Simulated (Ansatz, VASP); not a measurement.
**Bi2Se3 in VASP and in Ansatz**

```xyz
5
Lattice="2.0784 1.2000 9.5770 -2.0784 1.2000 9.5770 0.0000 -2.3999 9.5770" Properties=species:S:1:pos:R:3 pbc="T T T"
Bi    0.0000    0.0000   11.5154
Bi    0.0000    0.0000   17.2157
Se    0.0000    0.0000    0.0000
Se    0.0000    0.0000    6.0824
Se    0.0000    0.0000   22.6487
```

Change from the starting cell: volume scaled by 1.01, PAW files.

Alike in both runs: task electric field gradients; functional PBE; k mesh 6 × 6 × 6; occupations fermi-dirac, width 0.03 eV; no spin polarisation.

|  | VASP | Ansatz |
| --- | --- | --- |
| version | VASP 6.6.1 | Ansatz 0.2.0 |
| potentials or method | VASP PAW PBE potentials, release 64 (Bi_d, Se) | PAW with Ansatz's default frozen-core files, scalar-relativistic |
| plane-wave cutoff (eV) | 520 | 420 |
| valence electrons in the cell | 48 | 78 |

```tsv
	VASP	Ansatz	Ansatz less VASP
pressure (GPa)	1.9	1.9	-0.02
rms of the force components (eV/Å)	0.071	0.066	-0.0054
size of Vzz on the site where it differs most (V/Å²)	5.5	2.5	-3.00
```

Atom by atom the forces differ by 0.006 eV/Å (rms over components). VASP's potentials hold 48 valence electrons a cell and Ansatz's 78, so a difference there can come from the potentials and not from the codes.

Neither program's run includes spin-orbit coupling.
